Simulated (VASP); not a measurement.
Write the native input for VASP 6.6.1 that does the following.

| Item | Value |
| --- | --- |
| Task | single point |
| Functional | PBEsol |
| Potentials or basis | VASP PAW PBE potentials, release 64 (W_sv) |
| Cutoff | 520 eV |
| k mesh | 12 × 12 × 12 |
| Occupations | fermi-dirac, width 0.1 eV |
| Spin | no spin polarisation |
| Dipole correction | no |
| Further INCAR settings | ALGO = Normal; EDIFF = 1e-06; NBANDS = 13 |

The structure of W lies in POSCAR:

```
W
1.0
    0.0000000000      2.0763025172      2.0763025172
    2.0763025172      0.0000000000      2.0763025172
    2.0763025172      2.0763025172      0.0000000000
W
1
Direct
    0.0000000000      0.0000000000      0.0000000000
```

The input as run:

INCAR

```
SYSTEM = W
PREC = Accurate
ENCUT = 520
EDIFF = 1E-6
ISMEAR = -1
SIGMA = 0.1
LREAL = .FALSE.
LASPH = .TRUE.
NELM = 100
ALGO = Normal
ISIF = 2
LWAVE = .FALSE.
LCHARG = .FALSE.
GGA = PS
NBANDS = 13
```

KPOINTS

```
regular mesh
0
G
  12 12 12
  0 0 0
```

Potentials or basis: VASP PAW PBE potentials, release 64 (W_sv).

The run is started by

```console
$ cat potpaw_PBE.64/W_sv/POTCAR > POTCAR
$ mpirun -np 1 vasp_std > vasp.out
```

It gave:

```json
{"Pressure": "-26.9 GPa", "Band gap on the k mesh": "zero (band 7 reaches 11.80 eV, above the bottom of band 8 at 8.70 eV)"}
```

Caveat: the PAW data sets were made with another functional, which shifts forces and pressure a little; spin-orbit coupling is left out, which moves the levels of the heavy elements.

Run time: 7.5 s on 1 thread of Intel(R) Xeon(R) Platinum 8488C (Sapphire Rapids), with other jobs on the host, peak memory 0.15 GiB.
